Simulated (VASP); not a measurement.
**NaAu2: single point with PBE**

The system is NaAu2, a sheet with vacuum.

```
Na Au
1.0
     4.68305    0.00000    0.00000
    -2.34152    4.05564    0.00000
     0.00000    0.00000   18.00000
Na Au
1 2
Direct
  0.00000 0.00000 0.50000
  0.66667 0.33333 0.60663
  0.33333 0.66667 0.39337
```

The cell was generated, and may not be a known phase.

* Program: VASP 6.6.1
* Task: single point
* Functional: PBE
* Potentials or basis: VASP PAW PBE potentials, release 64 (Na_pv, Au)
* Cutoff: 400 eV
* k mesh: 6 × 6 × 1
* Occupations: gaussian, width 0.1 eV
* Spin: no spin polarisation

| Quantity | Value |
| --- | --- |
| Largest force | 0.359 eV/Å |
| Band gap on the k mesh | zero (an odd number of electrons rules out a gap without spin polarisation) |

Forces in eV/Å, atoms in the order of the input:
```
Na   0.000  0.000  0.000
Au   0.000  0.000 -0.359
Au   0.000  0.000  0.359
```

Levels at points of the mesh, in eV from the Fermi level:
| k point | band 11 | band 12 | band 13 | band 14 | band 15 | band 16 | band 17 | band 18 | band 19 | band 20 |
| --- | --- | --- | --- | --- | --- | --- | --- | --- | --- | --- |
| (0.00, 0.00, 0.00) | -1.27 | -1.27 | -1.20 | -1.20 | -0.63 | 3.06 | 4.99 | 5.85 | 7.17 | 7.47 |
| (0.50, 0.00, 0.00) | -1.17 | -1.17 | -1.15 | -0.20 | 0.08 | 2.62 | 3.22 | 5.07 | 5.83 | 5.85 |

Wall time 86 s on 1 thread of Intel Xeon 8259CL, with other jobs on the host, peak memory 0.34 GiB.

Caveat: spin-orbit coupling is left out, which moves the levels of the heavy elements.
